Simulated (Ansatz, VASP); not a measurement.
One calculation of SnO2, two programs

```
CELL_PARAMETERS angstrom
1.60392 0.92602 4.08138
-1.60392 0.92602 4.08138
0.00000 -1.85204 4.08138
ATOMIC_POSITIONS crystal
Sn 0.50000 0.50000 0.50000
O 0.24519 0.24519 0.24519
O 0.75481 0.75481 0.75481
```

Alike in both runs: functional LDA; k mesh 12 × 12 × 12; occupations gaussian, width 0.02 eV; no spin polarisation.

Ansatz relaxed the structure, and its values are those at the end. VASP's run is a single point on that final structure, the one shown.

|  | VASP | Ansatz |
| --- | --- | --- |
| version | VASP 6.6.1 | Ansatz 0.2.0 |
| potentials or method | VASP PAW LDA potentials, release 64 (Sn_d, O), cutoff 520 eV | scalar-relativistic, plane waves, PAW |
| valence electrons in the cell | 26 | 26 |

Ansatz gave:

* gap on the k mesh at the Fermi level (eV): 1.56
* least direct gap on the mesh (eV): 1.56
* pressure (GPa): 0.0
* rms of the force components (eV/Å): 0.000

What did VASP give for the same quantities?

gap on the k mesh at the Fermi level (eV): 1.56; least direct gap on the mesh (eV): 1.56; pressure (GPa): 1.0; rms of the force components (eV/Å): 0.030.

LDA's correlation is that of Perdew and Zunger in VASP and of Perdew and Wang (1992) in Ansatz.
